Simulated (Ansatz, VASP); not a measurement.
## Two plane-wave programs on NiO

```
Ni O
1.0
     0.00000    2.10048    2.10048
     2.10048    0.00000    2.10048
     2.10048    2.10048    0.00000
Ni O
1 1
Direct
  0.00000 0.00000 0.00000
  0.50000 0.50000 0.50000
```

Alike in both runs: task single point; functional LDA; k mesh 8 × 8 × 8; occupations fermi-dirac, width 0.1 eV; collinear spin; Hubbard terms Ni d U = 6.2 eV.

|  | VASP | Ansatz |
| --- | --- | --- |
| version | VASP 6.6.1 | Ansatz 0.2.0 |
| potentials or method | VASP PAW LDA potentials, release 64 (Ni, O), cutoff 600 eV | PAW, plane waves, scalar-relativistic |
| valence electrons in the cell | 16 | 24 |

|  | VASP | Ansatz | Ansatz less VASP |
| --- | --- | --- | --- |
| pressure (GPa) | -19.5 | -8.8 | +10.71 |
| net moment per atom (μB) | 1.00 | 1.00 | 0.000 |
| size of the moment on the site where the two differ most (μB) | 1.78 | 1.69 | -0.091 |

LDA's correlation is that of Perdew and Zunger in VASP and of Perdew and Wang (1992) in Ansatz. Site moments also hang on the region over which each program counts them. The programs project onto different local orbitals, so the same U acts differently, and such runs can settle in different states. VASP's potentials hold 16 valence electrons a cell and Ansatz's 24, so a difference there can come from the potentials and not from the codes. Ansatz's warnings: stability check not made.
